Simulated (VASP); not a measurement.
# BN: single point with r2SCAN

The system is BN.

```
B N
1.0
     2.50399    0.00000    0.00000
    -1.25200    2.16852    0.00000
     0.00000    0.00000    6.66120
B N
2 2
Cartesian
  0.0000 1.4457 1.6653
  1.2520 0.7228 4.9959
  -0.2706 1.2894 4.9959
  0.9814 0.5666 1.6653
```

This cell differs from its parent crystal: all N atoms moved +0.312 Å, as atom 3 towards its neighbour atom 2 (B) at 1.446 Å.

```yaml
Program: VASP 6.6.1
Task: single point
Functional: r2SCAN
Potentials_or_basis: VASP PAW PBE potentials, release 64 (B, N)
Cutoff: 520 eV
k_mesh: 12 × 12 × 4
Occupations: gaussian, width 0.05 eV
Spin: no spin polarisation
```

```yaml
Pressure: 38.8 GPa
Largest_force: 23.875 eV/Å
Band_gap_on_the_k_mesh: 2.55 eV (least direct gap 3.76 eV)
```

Forces in eV/Å, atoms in the order of the input:
```
B    -5.518  -3.186   0.000
B   -20.666 -11.931   0.000
N    20.676  11.938   0.000
N     5.507   3.180   0.000
```

Stress tensor (GPa, compression positive):
```
72.67 25.34  0.00
25.34 43.41  0.00
 0.00  0.00  0.25
```

Levels at points of the mesh, in eV from the valence-band top:
```tsv
k point	band 6	band 7	band 8	band 9	band 10	band 11
(0.00, 0.00, 0.00)	-6.21	-0.29	0.00	3.76	7.43	7.47
(0.50, 0.00, 0.00)	-4.78	-4.06	-2.56	2.77	6.54	8.31
(0.00, 0.50, 0.00)	-4.30	-3.88	-2.35	2.57	5.64	6.35
(0.00, 0.00, 0.50)	-6.18	-0.29	0.00	5.86	6.17	7.43
(0.50, 0.00, 0.50)	-4.78	-3.95	-2.58	2.55	6.03	8.66
(0.00, 0.50, 0.50)	-4.32	-3.70	-2.48	2.58	5.07	6.50
```

It took 2.1 min on 1 thread of Intel(R) Xeon(R) 6975P-C (Granite Rapids), on a shared host, peak memory 0.19 GiB.

Caveat: the cell differs from its parent crystal (all N atoms moved +0.312 Å, as atom 3 towards its neighbour atom 2 (B) at 1.446 Å); the cell stands under pressure; the PAW data sets were made with another functional, which shifts forces and pressure a little. A k mesh can miss the band edges.
